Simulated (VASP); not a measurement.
Write the native input for VASP 6.6.1 that does the following.

```yaml
Task: single point
Functional: PBE
Dispersion: D3(BJ)
Potentials_or_basis: VASP PAW PBE potentials, release 64 (C)
Cutoff: 520 eV
k_mesh: 15 × 15 × 1
Occupations: gaussian, width 0.05 eV
Spin: no spin polarisation
Dipole_correction: yes
Further_INCAR_settings: ALGO = Normal; EDIFF = 1e-06; NBANDS = 11; NELMDL = -8
```

The structure of C lies in POSCAR:

```
C
1.0
    2.4654321804      0.0000000000      0.0000000000
   -1.2327160902      2.1351268995      0.0000000000
    0.0000000000      0.0000000000     20.0111499825
C
2
Direct
    0.0000000000      0.0000000000      0.5000056206
    0.6666666667      0.3333333333      0.4999943794
```

The input as run:

INCAR

```
  ALGO = Normal
  DIPOL = 0.5 0.5 0.500
  EDIFF = 1E-6
  ENCUT = 520
  GGA = PE
  GGA_COMPAT = False
  IDIPOL = 3
  ISIF = 2
  ISMEAR = 0
  IVDW = 12
  LASPH = True
  LCHARG = True
  LDIPOL = True
  LELF = True
  LREAL = False
  LVACPOTAV = True
  LVHAR = True
  LWAVE = False
  NBANDS = 11
  NELM = 120
  NELMDL = -8
  PREC = Accurate
  SIGMA = 0.05
```

KPOINTS

```
k-points
0
Gamma
  15 15 1
```

Potentials or basis: VASP PAW PBE potentials, release 64 (C).

The run is started by

```console
$ cat potpaw_PBE.64/C/POTCAR > POTCAR
$ mpirun -np 1 vasp_std > vasp.out
```

It gave:

```json
{
 "Largest force": "0.004 eV/Å",
 "Band gap on the k mesh": "zero (filled and empty bands touch)",
 "Dispersion energy per atom": "-0.089 eV"
}
```

It took 47 s on 1 thread of Intel(R) Xeon(R) Platinum 8488C (Sapphire Rapids), with other jobs on the host, peak memory 0.2 GiB.
